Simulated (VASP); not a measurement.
# C (I4_1/amd) in VASP: further runs, part 2 of 2

VASP 6.6.1. Earlier steps stand in the parts before.

### 3 Dielectric tensor, r2SCAN (uniaxial z strain -1.0%)

INCAR reads:

```
SYSTEM = C
PREC = Accurate ; ENCUT = 520
EDIFF = 1E-8 ; ISMEAR = 0
SIGMA = 0.01 ; LREAL = .False.
LASPH = .True. ; NELM = 60
ALGO = Normal ; ISIF = 2
LWAVE = .False. ; LCHARG = .False.
METAGGA = R2SCAN ; LMIXTAU = .True.
LCALCEPS = .True.
```

KPOINTS reads:

```
Automatic mesh
0
Gamma
  10 10 10
  0 0 0
```

POSCAR reads:

```
C
1.0
    0.0000000000      1.7801241425      1.7623229011
    1.7801241425      0.0000000000      1.7623229011
    1.7801241425      1.7801241425      0.0000000000
C
2
Direct
    0.0000000000      0.0000000000      0.0000000000
    0.2500000000      0.2500000000      0.2500000000
```

Potentials or basis: VASP PAW PBE potentials, release 64 (C).

Command:

```sh
$ cat potpaw_PBE.64/C/POTCAR > POTCAR
$ mpirun -np 1 vasp_std > vasp.out
```

OUTCAR:

```text
SYSTEM = C
   PREC = Accurate
   ENCUT = 520
   EDIFF = 1E-8
   ISMEAR = 0
   LREAL = .False.
   LASPH = .True.
   NELM = 60
   ISIF = 2
   METAGGA = R2SCAN

 ion  position               nearest neighbor table
   1  0.000  0.000  0.000-   2 1.54   2 1.54   2 1.54   2 1.54
   2  0.250  0.250  0.250-   1 1.54   1 1.54   1 1.54   1 1.54

  LATTYP: Found a body centered tetragonal cell.
 ALAT       =     2.5174757050
 C/A-ratio  =     1.4000714268

  Lattice vectors:

 A1 = (   0.0000000000,  -1.7801241425,  -1.7623229011)
 A2 = (   0.0000000000,   1.7801241425,  -1.7623229011)
 A3 = (   1.7801241425,   0.0000000000,   1.7623229011)

Analysis of symmetry for initial positions (statically):
=====================================================================
 Subroutine PRICEL returns:
 Original cell was already a primitive cell.

 Routine SETGRP: Setting up the symmetry group for a
 body centered tetragonal supercell.

 Subroutine GETGRP returns: Found 16 space group operations
 (whereof  8 operations were pure point group operations)
 out of a pool of 16 trial point group operations.

The static configuration has the point symmetry D_2d.
 The point group associated with its full space group is D_4h.

Analysis of symmetry for dynamics (positions and initial velocities):
=====================================================================
 Subroutine PRICEL returns:
 Original cell was already a primitive cell.

 Routine SETGRP: Setting up the symmetry group for a
 body centered tetragonal supercell.

[... 174 lines left out ...]
      8   10000.0000      0.00000
[... 243 lines left out ...]
 k-point    24 :       0.4000    0.3000    0.0000
  band No.  band energies     occupation
      1      -8.0653      2.00000
      2       1.3210      2.00000
      3       3.5091      2.00000
      4       4.0918      2.00000
      5   10000.0000      0.00000
      6   10000.0000      0.00000
      7   10000.0000      0.00000
      8   10000.0000      0.00000

 [... further k-points ...]

------------------------ aborting loop because EDIFF is reached ----------------------------------------

            Ionic dipole moment: p[ion]=(     3.56025     3.56025     3.52465 ) |e| Angst

 Total electronic dipole moment: p[elc]=(     0.00000     0.00000     0.00290 ) |e| Angst

 MACROSCOPIC STATIC DIELECTRIC TENSOR (including local field effects)
 ------------------------------------------------------
           5.814243     0.000000     0.000000
           0.000000     5.814243     0.000000
          -0.000000    -0.000000     5.705206
 ------------------------------------------------------

 PIEZOELECTRIC TENSOR (including local field effects) (e Angst)
          XX          YY          ZZ          XY          YZ          ZX
  --------------------------------------------------------------------------------
  x     0.00000     0.00000     0.00000     0.00000     0.00000    -0.00000
  y     0.00000     0.00000     0.00000     0.00000    -0.00000     0.00000
  z     0.00000     0.00000     0.00000     0.00000     0.00000     0.00000

 PIEZOELECTRIC TENSOR (including local field effects) (C/m^2)
          XX          YY          ZZ          XY          YZ          ZX
  --------------------------------------------------------------------------------
  x     0.00000     0.00000     0.00000     0.00000     0.00000    -0.00000
  y     0.00000     0.00000     0.00000     0.00000    -0.00000     0.00000
  z     0.00000     0.00000     0.00000     0.00000     0.00000     0.00000

 BORN EFFECTIVE CHARGES (including local field effects) (in |e|, cummulative output)
 ---------------------------------------------------------------------------------
 ion    1
    1     0.00000     0.00000     0.00000
    2     0.00000     0.00000     0.00000
    3     0.00000     0.00000     0.00000
 ion    2
    1     0.00000     0.00000     0.00000
    2     0.00000     0.00000    -0.00000
    3     0.00000     0.00000     0.00000

  FORCE on cell =-STRESS in cart. coord.  units (eV):
  Direction    XX          YY          ZZ          XY          YZ          ZX
  --------------------------------------------------------------------------------------
  -------------------------------------------------------------------------------------
  Total        0.1724127      0.1724127      0.8663735      0.0000000      0.0000000      0.0000000
  in kB       24.7322588     24.7322588    124.2795492      0.0000000      0.0000000      0.0000000
  external PRESSURE =      57.9146889 kB  Pullay stress =       0.0000000 kB

 VOLUME and BASIS-vectors are now :
 -----------------------------------------------------------------------------
  energy-cutoff  :      520.00
  volume of cell :       11.17
      direct lattice vectors                 reciprocal lattice vectors
     0.000000000  1.780124143  1.762322901    -0.280879287  0.280879287  0.283716452
     1.780124143  0.000000000  1.762322901     0.280879287 -0.280879287  0.283716452
     1.780124143  1.780124143  0.000000000     0.280879287  0.280879287 -0.283716452

 POSITION                                       TOTAL-FORCE (eV/Angst)
 -----------------------------------------------------------------------------------
      0.00000      0.00000      0.00000         0.000000      0.000000      0.000000
      0.89006      0.89006      0.88116        -0.000000     -0.000000      0.000000
 -----------------------------------------------------------------------------------
    total drift:                                0.000000      0.000000      0.000000

  FREE ENERGIE OF THE ION-ELECTRON SYSTEM (eV)
  ---------------------------------------------------
  free  energy   TOTEN  =       -19.6521515657 eV

  energy  without entropy=      -19.6521515657  energy(sigma->0) =      -19.65215157
```

OSZICAR:

```text
N       E                     dE             d eps       ncg     rms          rms(c)
DAV:   1    -0.283710294131E+01   -0.28371E+01   -0.53382E+03  1696   0.104E+03
DAV:   2    -0.218543623360E+02   -0.19017E+02   -0.18230E+02  2544   0.116E+02
DAV:   3    -0.219591221309E+02   -0.10476E+00   -0.10476E+00  1728   0.115E+01
DAV:   4    -0.219592688673E+02   -0.14674E-03   -0.14674E-03  2392   0.447E-01
[... 12 lines left out ...]
DMP:  10    -0.196521514936E+02   -0.63838E-07   -0.44111E-07  2256   0.475E-07   0.121E-06
DMP:  11    -0.196521515288E+02   -0.35197E-07   -0.23558E-07  2256   0.247E-07   0.657E-07
DMP:  12    -0.196521515479E+02   -0.19046E-07   -0.13432E-07  2256   0.147E-07   0.363E-07
DMP:  13    -0.196521515590E+02   -0.11127E-07   -0.80844E-08  2256   0.874E-08   0.221E-07
DMP:  14    -0.196521515657E+02   -0.67168E-08   -0.46364E-08  2256   0.464E-08   0.134E-07
   1 F= -.19652152E+02 E0= -.19652152E+02  d E =-.117572E-17
```

stdout:

```text
POSCAR found type information on POSCAR C
 POSCAR found :  1 types and       2 ions
 scaLAPACK will be used
 -----------------------------------------------------------------------------
|                                                                             |
[... 105 lines left out ...]
 p_tot=(  0.356E+01  0.356E+01  0.353E+01 )
dp_tot=(  0.279E-06  0.258E-06  0.290E-02 )  diag[e(oo)]=(    ---      ---    5.69545 )
 p_tot=(  0.356E+01  0.356E+01  0.353E+01 )
dp_tot=(  0.284E-06  0.262E-06  0.290E-02 )  diag[e(oo)]=(    ---      ---    5.70353 )
 final diagonalization full
 p_tot=(  0.356E+01  0.356E+01  0.353E+01 )
dp_tot=(  0.288E-06  0.266E-06  0.290E-02 )  diag[e(oo)]=(    ---      ---    5.70521 )
```

It took 33 min on 1 thread of Intel Xeon 8259CL, shared host; peak memory 0.29 GiB.

Results:

| Item | Value |
| --- | --- |
| Band gap on the k mesh | 4.12 eV (least direct gap 5.68 eV) |
| Electronic dielectric tensor (diagonal) | 5.81, 5.81, 5.71 |
| Born charges (mean of the diagonal) | C +0.00 e |

Electronic dielectric tensor:
```
5.81 0.00 0.00
0.00 5.81 0.00
0.00 0.00 5.71
```

Born effective charge tensors (e):
atom 1, C
```
0.00 0.00 0.00
0.00 0.00 0.00
0.00 0.00 0.00
```
atom 2, C
```
0.00 0.00 0.00
0.00 0.00 0.00
0.00 0.00 0.00
```

Dipole moments of the cell (e·Å, modulo the quantum): ionic 3.560, 3.560, 3.525; electronic 0.000, 0.000, 0.003

Caveat: the cell differs from its parent crystal (uniaxial z strain -1.0%); the PAW data sets were made with another functional, which shifts forces and pressure a little.

### 4 Dielectric tensor, r2SCAN (uniaxial z strain +1.0%)

INCAR reads:

```
ALGO = Normal
EDIFF = 1E-8
ENCUT = 520
ISIF = 2
ISMEAR = 0
LASPH = T
LCALCEPS = T
LCHARG = F
LMIXTAU = T
LREAL = F
LWAVE = F
METAGGA = R2SCAN
NELM = 100
PREC = Accurate
SIGMA = 0.01
```

KPOINTS reads:

```
k-points
0
Gamma
  10 10 10
```

POSCAR reads:

```
C
1.0
    0.0000000000      1.7801241425      1.7979253840
    1.7801241425      0.0000000000      1.7979253840
    1.7801241425      1.7801241425      0.0000000000
C
2
Direct
    0.0000000000      0.0000000000      0.0000000000
    0.2500000000      0.2500000000      0.2500000000
```

Potentials or basis: VASP PAW PBE potentials, release 64 (C).

Command:

```sh
$ cat potpaw_PBE.64/C/POTCAR > POTCAR
$ mpirun -np 1 vasp_std > vasp.out
```

OUTCAR:

```text
EDIFF = 1E-8
   ENCUT = 520
   ISIF = 2
   ISMEAR = 0
   LASPH = T
   LREAL = F
   METAGGA = R2SCAN
   NELM = 100
   PREC = Accurate

 ion  position               nearest neighbor table
   1  0.000  0.000  0.000-   2 1.55   2 1.55   2 1.55   2 1.55
   2  0.250  0.250  0.250-   1 1.55   1 1.55   1 1.55   1 1.55

  LATTYP: Found a body centered tetragonal cell.
 ALAT       =     2.5174757050
 C/A-ratio  =     1.4283556981

  Lattice vectors:

 A1 = (  -1.7801241425,   0.0000000000,   1.7979253840)
 A2 = (   1.7801241425,   0.0000000000,   1.7979253840)
 A3 = (   0.0000000000,   1.7801241425,  -1.7979253840)

Analysis of symmetry for initial positions (statically):
=====================================================================
 Subroutine PRICEL returns:
 Original cell was already a primitive cell.

 Routine SETGRP: Setting up the symmetry group for a
 body centered tetragonal supercell.

 Subroutine GETGRP returns: Found 16 space group operations
[... 465 lines left out ...]
  z     0.00000     0.00000     0.00000    -0.00000     0.00000     0.00000

 PIEZOELECTRIC TENSOR (including local field effects) (C/m^2)
          XX          YY          ZZ          XY          YZ          ZX
  --------------------------------------------------------------------------------
  x     0.00000     0.00000    -0.00000     0.00000    -0.00000     0.00000
  y     0.00000     0.00000    -0.00000     0.00000     0.00000     0.00000
  z     0.00000     0.00000     0.00000    -0.00000     0.00000     0.00000

 BORN EFFECTIVE CHARGES (including local field effects) (in |e|, cummulative output)
 ---------------------------------------------------------------------------------
 ion    1
    1    -0.00000     0.00000    -0.00000
    2     0.00000    -0.00000    -0.00000
    3     0.00000     0.00000     0.00000
 ion    2
    1     0.00000     0.00000     0.00000
    2     0.00000     0.00000     0.00000
    3     0.00000     0.00000     0.00000

  FORCE on cell =-STRESS in cart. coord.  units (eV):
  Direction    XX          YY          ZZ          XY          YZ          ZX
  --------------------------------------------------------------------------------------
  -------------------------------------------------------------------------------------
  Total       -0.0018631     -0.0018631     -0.7019229      0.0000000      0.0000000      0.0000000
  in kB       -0.2619649     -0.2619649    -98.6955895      0.0000000      0.0000000      0.0000000
  external PRESSURE =     -33.0731731 kB  Pullay stress =       0.0000000 kB

 VOLUME and BASIS-vectors are now :
 -----------------------------------------------------------------------------
  energy-cutoff  :      520.00
  volume of cell :       11.39
      direct lattice vectors                 reciprocal lattice vectors
     0.000000000  1.780124143  1.797925384    -0.280879287  0.280879287  0.278098304
     1.780124143  0.000000000  1.797925384     0.280879287 -0.280879287  0.278098304
     1.780124143  1.780124143  0.000000000     0.280879287  0.280879287 -0.278098304

 POSITION                                       TOTAL-FORCE (eV/Angst)
 -----------------------------------------------------------------------------------
      0.00000      0.00000      0.00000         0.000000      0.000000     -0.000000
      0.89006      0.89006      0.89896        -0.000000     -0.000000      0.000000
 -----------------------------------------------------------------------------------
    total drift:                                0.000000      0.000000      0.000000

  FREE ENERGIE OF THE ION-ELECTRON SYSTEM (eV)
  ---------------------------------------------------
  free  energy   TOTEN  =       -19.6542620787 eV

  energy  without entropy=      -19.6542620787  energy(sigma->0) =      -19.65426208
```

OSZICAR:

```text
N       E                     dE             d eps       ncg     rms          rms(c)
DAV:   1    -0.241858800755E+01   -0.24186E+01   -0.52476E+03  1672   0.102E+03
DAV:   2    -0.218115286023E+02   -0.19393E+02   -0.18490E+02  2512   0.115E+02
DAV:   3    -0.219367360790E+02   -0.12521E+00   -0.12521E+00  1816   0.120E+01
DAV:   4    -0.219369217779E+02   -0.18570E-03   -0.18570E-03  2288   0.469E-01
[... 12 lines left out ...]
DMP:  10    -0.196542619922E+02   -0.74201E-07   -0.51268E-07  2256   0.540E-07   0.143E-06
DMP:  11    -0.196542620337E+02   -0.41457E-07   -0.28002E-07  2256   0.289E-07   0.791E-07
DMP:  12    -0.196542620567E+02   -0.22983E-07   -0.16315E-07  2256   0.175E-07   0.449E-07
DMP:  13    -0.196542620704E+02   -0.13689E-07   -0.99080E-08  2256   0.104E-07   0.277E-07
DMP:  14    -0.196542620787E+02   -0.83382E-08   -0.57598E-08  2256   0.564E-08   0.169E-07
   1 F= -.19654262E+02 E0= -.19654262E+02  d E =-.539134E-17
```

stdout:

```text
POSCAR found type information on POSCAR C
 POSCAR found :  1 types and       2 ions
 scaLAPACK will be used
 -----------------------------------------------------------------------------
|                                                                             |
[... 105 lines left out ...]
 p_tot=(  0.356E+01  0.356E+01  0.360E+01 )
dp_tot=(  0.279E-06  0.253E-06  0.307E-02 )  diag[e(oo)]=(    ---      ---    5.87224 )
 p_tot=(  0.356E+01  0.356E+01  0.360E+01 )
dp_tot=(  0.283E-06  0.258E-06  0.307E-02 )  diag[e(oo)]=(    ---      ---    5.88240 )
 final diagonalization full
 p_tot=(  0.356E+01  0.356E+01  0.360E+01 )
dp_tot=(  0.287E-06  0.261E-06  0.308E-02 )  diag[e(oo)]=(    ---      ---    5.88573 )
```

Wall time 35 min (1 thread of Intel Xeon 8259CL, shared host); peak memory 0.3 GiB.

Results:

```yaml
Band_gap_on_the_k_mesh: 4.22 eV (least direct gap 5.73 eV)
Electronic_dielectric_tensor_diagonal: 5.77, 5.77, 5.89
Born_charges_mean_of_the_diagonal: C +0.00 e
```

Electronic dielectric tensor:
```
5.77 0.00 0.00
0.00 5.77 0.00
0.00 0.00 5.89
```

Born effective charge tensors (e):
atom 1, C
```
0.00 0.00 0.00
0.00 0.00 0.00
0.00 0.00 0.00
```
atom 2, C
```
0.00 0.00 0.00
0.00 0.00 0.00
0.00 0.00 0.00
```

Dipole moments of the cell (e·Å, modulo the quantum): ionic 3.560, 3.560, 3.596; electronic 0.000, 0.000, 0.003

Caveat: the cell differs from its parent crystal (uniaxial z strain +1.0%); the PAW data sets were made with another functional, which shifts forces and pressure a little. A k mesh can miss the band edges.

### 5 The runs side by side

```csv
cell,gap on the mesh (eV)
"a = 2.492, b = 2.492, c = 2.517 Å, angles 59.7, 59.7, 60.7°, 2 atoms",3.87
"a = 2.505, b = 2.505, c = 2.517 Å, angles 59.8, 59.8, 60.3°, 2 atoms",4.12
"a = 2.530, b = 2.530, c = 2.517 Å, angles 60.2, 60.2, 59.7°, 2 atoms",4.22
```

Alike in all rows: task dielectric tensor; level r2SCAN; potentials or basis VASP PAW PBE potentials, release 64 (C); no spin polarisation; k mesh 10 × 10 × 10; cutoff (eV) 520; smearing gaussian 0.01 eV.

Caveats: the PAW data sets were made with another functional, which shifts forces and pressure a little.

Total energies depend on the potentials used, so only differences within one code and one set of settings carry meaning.
